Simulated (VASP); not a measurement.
# ZrN (Fm-3m) in VASP: further runs

ZrN is run at these levels: PBE; tasks: single point, relaxation of cell and atoms.

Program: VASP 6.6.1. These are calculated values, not measurements. Logs are shortened: lines on timing, memory, paths and dates and some standing lists are left out, and cuts for length are marked.

## Step 1: The cell of the first run

The structure is cubic, space group Fm-3m (No. 225). Conventional cell: a = 4.595 Å, b = 4.595 Å, c = 4.595 Å, α = 90.00°, β = 90.00°, γ = 90.00°. Within 3.0 Å of Zr (site symmetry m-3m) lie 6 N at 2.30 Å. N (site symmetry m-3m) has 6 Zr at 2.30 Å within 3.0 Å.

## Step 2: Single point, PBE

The input, INCAR:

```
ALGO = Normal ; EDIFF = 1E-6
ENCUT = 520 ; GGA = PE
ISIF = 2 ; ISMEAR = 0
LASPH = True ; LCHARG = False
LREAL = False ; LWAVE = False
NBANDS = 16 ; NELM = 60
PREC = Accurate ; SIGMA = 0.1
```

The input, KPOINTS:

```
k-points
0
Gamma
  16 16 16
```

The input, POSCAR:

```
ZrN
1.0
    0.0000000000      2.2973735942      2.2973735942
    2.2973735942      0.0000000000      2.2973735942
    2.2973735942      2.2973735942      0.0000000000
Zr N
1 1
Direct
    0.5000000000      0.5000000000      0.5000000000
    0.0000000000      0.0000000000      0.0000000000
```

Potentials or basis: VASP PAW PBE potentials, release 64 (Zr_sv, N).

Started as:

```
cat potpaw_PBE.64/Zr_sv/POTCAR potpaw_PBE.64/N/POTCAR > POTCAR
mpirun -np 1 vasp_std > vasp.out
```

OUTCAR:

```text
EDIFF = 1E-6
   ENCUT = 520
   GGA = PE
   ISIF = 2
   ISMEAR = 0
   LASPH = True
   LREAL = False
   NELM = 60
   PREC = Accurate

 ion  position               nearest neighbor table
   1  0.500  0.500  0.500-   2 2.30   2 2.30   2 2.30   2 2.30   2 2.30   2 2.30
   2  0.000  0.000  0.000-   1 2.30   1 2.30   1 2.30   1 2.30   1 2.30   1 2.30

  LATTYP: Found a face centered cubic cell.
 ALAT       =     4.5947471884

  Lattice vectors:

 A1 = (   0.0000000000,   2.2973735942,   2.2973735942)
 A2 = (   2.2973735942,   0.0000000000,   2.2973735942)
 A3 = (   2.2973735942,   2.2973735942,   0.0000000000)

Analysis of symmetry for initial positions (statically):
=====================================================================
 Subroutine PRICEL returns:
 Original cell was already a primitive cell.

 Routine SETGRP: Setting up the symmetry group for a
 face centered cubic supercell.

 Subroutine GETGRP returns: Found 48 space group operations
 (whereof 48 operations were pure point group operations)
 out of a pool of 48 trial point group operations.

The static configuration has the point symmetry O_h .

Analysis of symmetry for dynamics (positions and initial velocities):
=====================================================================
 Subroutine PRICEL returns:
 Original cell was already a primitive cell.

 Routine SETGRP: Setting up the symmetry group for a
 face centered cubic supercell.

 Subroutine GETGRP returns: Found 48 space group operations
 (whereof 48 operations were pure point group operations)
 out of a pool of 48 trial point group operations.

The dynamic configuration has the point symmetry O_h .

 Subroutine INISYM returns: Found 48 space group operations
 (whereof 48 operations are pure point group operations),
 and found     1 'primitive' translations

----------------------------------------------------------------------------------------

                                     Primitive cell

  volume of cell :      24.2507

  direct lattice vectors                    reciprocal lattice vectors
     0.000000000  2.297373594  2.297373594    -0.217639831  0.217639831  0.217639831
     2.297373594  0.000000000  2.297373594     0.217639831 -0.217639831  0.217639831
     2.297373594  2.297373594  0.000000000     0.217639831  0.217639831 -0.217639831

  length of vectors
     3.248976895  3.248976895  3.248976895     0.376963244  0.376963244  0.376963244

  position of ions in fractional coordinates (direct lattice)
     0.500000000  0.500000000  0.500000000
     0.000000000  0.000000000  0.000000000

  ion indices of the primitive-cell ions
   primitive index   ion index
                 1           1
                 2           2

----------------------------------------------------------------------------------------

 KPOINTS: k-points

Automatic generation of k-mesh.
 Grid dimensions read from file:
 generate k-points for:   16   16   16

 Generating k-lattice:

  Cartesian coordinates                     Fractional coordinates (reciprocal lattice)
    -0.013602489  0.013602489  0.013602489     0.062500000  0.000000000  0.000000000
     0.013602489 -0.013602489  0.013602489     0.000000000  0.062500000  0.000000000
     0.013602489  0.013602489 -0.013602489     0.000000000  0.000000000  0.062500000

  Length of vectors
     0.023560203  0.023560203  0.023560203

  Shift w.r.t. Gamma in fractional coordinates (k-lattice)
     0.000000000  0.000000000  0.000000000

 Subroutine IBZKPT returns following result:
 ===========================================

 Found    145 irreducible k-points:

 Following reciprocal coordinates:
            Coordinates               Weight
  0.000000  0.000000  0.000000      1.000000
  0.062500  0.000000  0.000000      8.000000
  0.125000  0.000000  0.000000      8.000000
  0.187500  0.000000  0.000000      8.000000
  0.250000  0.000000  0.000000      8.000000
  0.312500  0.000000  0.000000      8.000000
[... 16 lines left out ...]
 -0.125000  0.062500  0.000000     24.000000
 -0.062500  0.062500  0.000000     12.000000
 [... further k-points ...]
   k-points           NKPTS =    145   k-points in BZ     NKDIM =    145   number of bands    NBANDS=     16
   number of dos      NEDOS =    301   number of ions     NIONS =      2
   total plane-waves  NPLWV =  13824
   dimension x,y,z NGX =    24 NGY =   24 NGZ =   24
   dimension x,y,z NGXF=    48 NGYF=   48 NGZF=   48
   ions per type =               1   1
   NGX,Y,Z   is equivalent  to a cutoff of  12.28, 12.28, 12.28 a.u.
   NGXF,Y,Z  is equivalent  to a cutoff of  24.56, 24.56, 24.56 a.u.
 SYSTEM =  unknown system
   PREC   = accura    normal or accurate (medium, high low for compatibility)
   ISTART =      0    job   : 0-new  1-cont  2-samecut
   ICHARG =      2    charge: 1-file 2-atom 10-const
   ISPIN  =      1    spin polarized calculation?
   LNONCOLLINEAR =      F non collinear calculations
   LSORBIT =      F    spin-orbit coupling
   LASPH  =      T    aspherical Exc in radial PAW
   ENCUT  =  520.0 eV  38.22 Ry    6.18 a.u.   6.04  6.04  6.04*2*pi/ulx,y,z
   NELM   =     60;   NELMIN=  2; NELMDL= -5     # of ELM steps
   EDIFF  = 0.1E-05   stopping-criterion for ELM
   LREAL  =      F    real-space projection
   EDIFFG = 0.1E-04   stopping-criterion for IOM
   NSW    =      0    number of steps for IOM
   IBRION =     -1    ionic relax: 0-MD 1-quasi-New 2-CG
   NFREE  =      0    steps in history (QN), initial steepest desc. (CG)
   ISIF   =      2    stress and relaxation
   ISYM   =      2    0-nonsym 1-usesym 2-fastsym
   POTIM  = 0.5000    time-step for ionic-motion
   TEBEG  =    0.0;   TEEND  =   0.0 temperature during run
   PSTRESS=    0.0 pullay stress
   NELECT =      17.0000    total number of electrons
   NUPDOWN=      -1.0000    fix difference up-down
   EMIN   =  10.00;   EMAX   =-10.00  energy-range for DOS
   EFERMI =   0.00;   METHOD = LEGACY
   ISMEAR =     0;   SIGMA  =   0.10  broadening in eV -4-tet -1-fermi 0-gaus
   EFERMI_NEDOS =   21; number of points for ismear=-14 and -15
   IALGO  =     38    algorithm
   IMIX   =      4    mixing-type and parameters
     AMIX     =   0.40;   BMIX     =  1.00
     AMIX_MAG =   1.60;   BMIX_MAG =  1.00
  volume/ion in A,a.u.               =      12.13        81.83
  Fermi-wavevector in a.u.,A,eV,Ry     =   1.454285  2.748200 28.775570  2.114945
  Thomas-Fermi vector in A             =   2.571453
   LORBIT       =      0    0 simple, 1 ext, 2 COOP (PROOUT), +10 PAW based schemes
   GGA     = PE    functional components
   LHFCALC =     F    Hartree Fock is set to
   AEXX    =    0.0000 exact exchange contribution
   IVDW    =     0    specifies the selected vdW correction
   LEPSILON=     F    determine dielectric tensor
   LRPA    =     F    only Hartree local field effects (RPA)
 non-spin polarized calculation
 Gauss-broadening in eV      SIGMA  =   0.10
  energy-cutoff  :      520.00
  volume of cell :       24.25
 maximum number of plane-waves:       666
   NGX = 13   NGY = 13   NGZ = 13

 number of electron      16.9999998 magnetization

 Free energy of the ion-electron system (eV)
  ---------------------------------------------------
  ext. energy  EPLUGINS =         0.00000000
  ---------------------------------------------------
  free energy    TOTEN  =       -20.37268762 eV

  energy without entropy =      -20.36891453  energy(sigma->0) =      -20.37080107

 E-fermi :  11.8861     XC(G=0): -12.4703

 val. band max:       11.8784595685   @ k =   0.4375   0.1875   0.0625
 cond. band min:      11.8926876595   @ k =  -0.1250   0.0625   0.0000
 fundamental gap:      0.0142280911
 Fermi energy:        11.8861058736

 k-point     1 :       0.0000    0.0000    0.0000
  band No.  band energies     occupation
      1     -37.7239      2.00000
      2     -15.3512      2.00000
      3     -15.3512      2.00000
      4     -15.3512      2.00000
      5      -4.3580      2.00000
      6       9.2388      2.00000
[... 8 lines left out ...]
     15      21.0579      0.00000
     16      34.2582      0.00000

 k-point     2 :       0.0625    0.0000    0.0000
  band No.  band energies     occupation
      1     -37.7187      2.00000
      2     -15.3993      2.00000
      3     -15.3547      2.00000
      4     -15.3547      2.00000
      5      -4.2793      2.00000
      6       8.8934      2.00000
[... 8 lines left out ...]
     15      21.3232      0.00000
     16      33.2610      0.00000

 k-point     3 :       0.1250    0.0000    0.0000
  band No.  band energies     occupation
      1     -37.7040      2.00000
      2     -15.5339      2.00000
      3     -15.3649      2.00000
      4     -15.3649      2.00000
      5      -4.0557      2.00000
      6       8.1089      2.00000
[... 8 lines left out ...]
     15      22.0539      0.00000
     16      31.6009      0.00000

 k-point     4 :       0.1875    0.0000    0.0000
  band No.  band energies     occupation
      1     -37.6820      2.00000
      2     -15.7284      2.00000
      3     -15.3800      2.00000
      4     -15.3800      2.00000
      5      -3.7201      2.00000
      6       7.1885      2.00000
[... 8 lines left out ...]
     15      23.0470      0.00000
     16      30.1086      0.00000

 k-point     5 :       0.2500    0.0000    0.0000
  band No.  band energies     occupation
      1     -37.6557      2.00000
      2     -15.9483      2.00000
      3     -15.3977      2.00000
      4     -15.3977      2.00000
      5      -3.3190      2.00000
      6       6.2835      2.00000
[... 8 lines left out ...]
     15      23.9070      0.00000
     16      28.9097      0.00000

 k-point     6 :       0.3125    0.0000    0.0000
  band No.  band energies     occupation
      1     -37.6294      2.00000
      2     -16.1593      2.00000
      3     -15.4153      2.00000
      4     -15.4153      2.00000
      5      -2.9061      2.00000
      6       5.4772      2.00000
[... 8 lines left out ...]
     15      24.2347      0.00000
     16      27.1609      0.00000

 k-point     7 :       0.3750    0.0000    0.0000
  band No.  band energies     occupation
      1     -37.6069      2.00000
      2     -16.3318      2.00000
      3     -15.4301      2.00000
      4     -15.4301      2.00000
      5      -2.5398      2.00000
      6       4.8329      2.00000
[... 8 lines left out ...]
     15      24.3280      0.00000
     16      25.6457      0.00000

 k-point     8 :       0.4375    0.0000    0.0000
  band No.  band energies     occupation
      1     -37.5918      2.00000
      2     -16.4442      2.00000
      3     -15.4400      2.00000
      4     -15.4400      2.00000
      5      -2.2822      2.00000
      6       4.4103      2.00000
[... 8 lines left out ...]
     15      24.5450      0.00000
     16      24.5467      0.00000

 k-point     9 :       0.5000    0.0000    0.0000
  band No.  band energies     occupation
      1     -37.5865      2.00000
      2     -16.4832      2.00000
      3     -15.4434      2.00000
      4     -15.4434      2.00000
      5      -2.1885      2.00000
      6       4.2618      2.00000
[... 8 lines left out ...]
     15      24.1240      0.00000
     16      24.1240      0.00000
[... 172 lines left out ...]
 k-point    19 :      -0.3750    0.0625    0.0000
  band No.  band energies     occupation
      1     -37.5984      2.00000
      2     -16.3632      2.00000
      3     -15.4753      2.00000
      4     -15.4281      2.00000
      5      -2.4738      2.00000
      6       4.7178      2.00000
[... 8 lines left out ...]
     15      24.3149      0.00000
     16      24.9440      0.00000

 k-point    20 :      -0.3125    0.0625    0.0000
  band No.  band energies     occupation
      1     -37.6185      2.00000
      2     -16.2138      2.00000
      3     -15.4661      2.00000
      4     -15.4088      2.00000
      5      -2.7858      2.00000
      6       5.2417      2.00000
[... 8 lines left out ...]
     15      24.2957      0.00000
     16      25.9947      0.00000

 k-point    21 :      -0.2500    0.0625    0.0000
  band No.  band energies     occupation
      1     -37.6435      2.00000
      2     -16.0201      2.00000
      3     -15.4499      2.00000
      4     -15.3887      2.00000
      5      -3.1651      2.00000
      6       5.9337      2.00000
[... 8 lines left out ...]
     15      24.1844      0.00000
     16      27.2405      0.00000

 k-point    22 :      -0.1875    0.0625    0.0000
  band No.  band energies     occupation
      1     -37.6698      2.00000
      2     -15.8084      2.00000
      3     -15.4285      2.00000
      4     -15.3709      2.00000
      5      -3.5546      2.00000
      6       6.7337      2.00000
[... 8 lines left out ...]
     15      23.5330      0.00000
     16      28.6148      0.00000

 k-point    23 :      -0.1250    0.0625    0.0000
  band No.  band energies     occupation
      1     -37.6933      2.00000
      2     -15.6117      2.00000
      3     -15.4043      2.00000
      4     -15.3581      2.00000
      5      -3.9006      2.00000
      6       7.5715      2.00000
[... 8 lines left out ...]
     15      22.5646      0.00000
     16      30.2606      0.00000

 k-point    24 :      -0.0625    0.0625    0.0000
  band No.  band energies     occupation
      1     -37.7104      2.00000
      2     -15.4661      2.00000
      3     -15.3785      2.00000
      4     -15.3524      2.00000
      5      -4.1546      2.00000
      6       8.3509      2.00000
[... 8 lines left out ...]
     15      21.7427      0.00000
     16      32.0285      0.00000

 [... further k-points ...]
[... 5 lines left out ...]
  --------------------------------------------------------------------------------------
  -------------------------------------------------------------------------------------
  Total        0.0357540      0.0357540      0.0357540      0.0000000     -0.0000000      0.0000000
  in kB        2.3621656      2.3621656      2.3621656      0.0000000     -0.0000000      0.0000000
  external PRESSURE =       2.3621656 kB  Pullay stress =       0.0000000 kB

 VOLUME and BASIS-vectors are now :
 -----------------------------------------------------------------------------
  energy-cutoff  :      520.00
  volume of cell :       24.25
      direct lattice vectors                 reciprocal lattice vectors
     0.000000000  2.297373594  2.297373594    -0.217639831  0.217639831  0.217639831
     2.297373594  0.000000000  2.297373594     0.217639831 -0.217639831  0.217639831
     2.297373594  2.297373594  0.000000000     0.217639831  0.217639831 -0.217639831

 POSITION                                       TOTAL-FORCE (eV/Angst)
 -----------------------------------------------------------------------------------
      2.29737      2.29737      2.29737         0.000000      0.000000     -0.000000
      0.00000      0.00000      0.00000        -0.000000     -0.000000      0.000000
 -----------------------------------------------------------------------------------
    total drift:                                0.000000     -0.000000      0.000000

  FREE ENERGIE OF THE ION-ELECTRON SYSTEM (eV)
  ---------------------------------------------------
  free  energy   TOTEN  =       -20.3726876189 eV

  energy  without entropy=      -20.3689145302  energy(sigma->0) =      -20.37080107
```

Wall time 16 s (1 thread of Intel Xeon 6975P-C (Granite Rapids), shared host); peak memory 0.17 GiB.

What came out:

```
Free energy : -20.3727 eV
Pressure    : 0.2 GPa
```

Levels at points of the mesh, in eV from the Fermi level:
```csv
k point,band 6,band 7,band 8,band 9,band 10,band 11,band 12,band 13
"(0.00, 0.00, 0.00)",-2.65,-2.65,-2.65,-0.40,-0.40,-0.40,1.57,1.57
"(0.50, 0.00, 0.00)",-7.62,-5.66,-5.66,2.99,3.05,3.05,4.72,7.65
"(0.50, 0.50, 0.00)",-4.57,-3.45,-3.16,-3.16,3.34,4.49,4.49,4.89
```

## Step 3: Relaxation of cell and atoms, PBE

This run uses another cell than the first one, of 12.17 Å³/atom, 1.003 times its volume.

The input, INCAR:

```
PREC = Accurate
ENCUT = 600
EDIFF = 1E-6
ISMEAR = 0
SIGMA = 0.1
LREAL = False
LASPH = True
NELM = 100
ALGO = Normal
ISIF = 3
LWAVE = False
LCHARG = False
GGA = PE
IBRION = 2
NSW = 100
EDIFFG = -0.005
```

The input, KPOINTS:

```
regular mesh
0
Gamma
  16 16 16
```

The input, POSCAR:

```
ZrN
1.0
    0.0000000000      2.3000000000      2.3000000000
    2.3000000000      0.0000000000      2.3000000000
    2.3000000000      2.3000000000      0.0000000000
Zr N
1 1
Direct
    0.5000000000      0.5000000000      0.5000000000
    0.0000000000      0.0000000000      0.0000000000
```

Potentials or basis: VASP PAW PBE potentials, release 64 (Zr_sv, N).

Started as:

```
cat potpaw_PBE.64/Zr_sv/POTCAR potpaw_PBE.64/N/POTCAR > POTCAR
mpirun -np 1 vasp_std > vasp.out
```

Wall time 54 s (1 thread of Intel Xeon 6975P-C (Granite Rapids), shared host); peak memory 0.21 GiB.

The run converged. Its results:

| Item | Value |
| --- | --- |
| Free energy | -20.3748 eV |
| Relaxed volume | 12.13 Å³/atom |
| Relaxed cell | a = 3.250 Å, b = 3.250 Å, c = 3.250 Å, α = 60.00°, β = 60.00°, γ = 60.00° |
| Space group after relaxing (to 0.05 Å) | Fm-3m (No. 225) |
| Energy gained by relaxing | 0.1 meV/atom |
| Ionic steps | 3 |
| Pressure after relaxing | 0.0 GPa |

Step by step:
```tsv
step	energy change (eV)	largest force (eV/Å)	pressure (GPa)	volume (Å³)
1	0.0000	0.0000	-0.71	24.33
2	0.0003	0.0000	1.22	24.15
3	-0.0002	0.0000	0.01	24.26
```

Final structure:
```
Zr N
1.0
     0.00000    2.29775    2.29775
     2.29775    0.00000    2.29775
     2.29775    2.29775    0.00000
Zr N
1 1
Direct
  0.50000 0.50000 0.50000
  0.00000 0.00000 0.00000
```

Levels at points of the mesh, in eV from the Fermi level:
| k point | band 5 | band 6 | band 7 | band 8 | band 9 | band 10 | band 11 | band 12 |
| --- | --- | --- | --- | --- | --- | --- | --- | --- |
| (0.00, 0.00, 0.00) | -16.24 | -2.65 | -2.65 | -2.65 | -0.40 | -0.40 | -0.40 | 1.57 |
| (0.50, 0.00, 0.00) | -14.08 | -7.62 | -5.65 | -5.65 | 2.99 | 3.05 | 3.05 | 4.72 |
| (0.50, 0.50, 0.00) | -15.71 | -4.57 | -3.45 | -3.16 | -3.16 | 3.34 | 4.48 | 4.48 |
